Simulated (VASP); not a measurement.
Here is a VASP 6.6.1 calculation.

The input INCAR:

```
SYSTEM = Re
PREC = Accurate ; ENCUT = 520
EDIFF = 1E-8 ; ISMEAR = -1
SIGMA = 0.03 ; LREAL = .False.
LASPH = .True. ; NELM = 100
ALGO = Normal ; ISIF = 2
LWAVE = .False. ; LCHARG = .False.
LEFG = .True. ; NBANDS = 10
```

File KPOINTS:

```
Automatic mesh
0
Gamma
  14 14 14
  0 0 0
```

Contents of POSCAR:

```
Re
1.0
    0.0592500000      2.0046250000      2.0046250000
    2.0046250000      0.0592500000      2.0046250000
    2.0046250000      2.0046250000      0.0592500000
Re
1
Direct
    0.0000000000      0.0000000000      0.0000000000
```

Potentials or basis: VASP PAW LDA potentials, release 64 (Re).

Command:

```bash
$ cat potpaw_LDA.64/Re/POTCAR > POTCAR
$ mpirun -np 1 vasp_std > vasp.out
```

(1) Predict the pressure.

(2) Predict the band gap on the k mesh.

## Answers

(1) -22.2 GPa.

(2) zero (an odd number of electrons rules out a gap without spin polarisation).

Caveat: the cell differs from its parent crystal (equal xy, yz and zx shear strains of +3 %); the cell stands under tension; without QUAD_EFG the Cq values of the log hold for a quadrupole moment of 1 mb, not for the nuclei; spin-orbit coupling is left out, which moves the levels of the heavy elements.
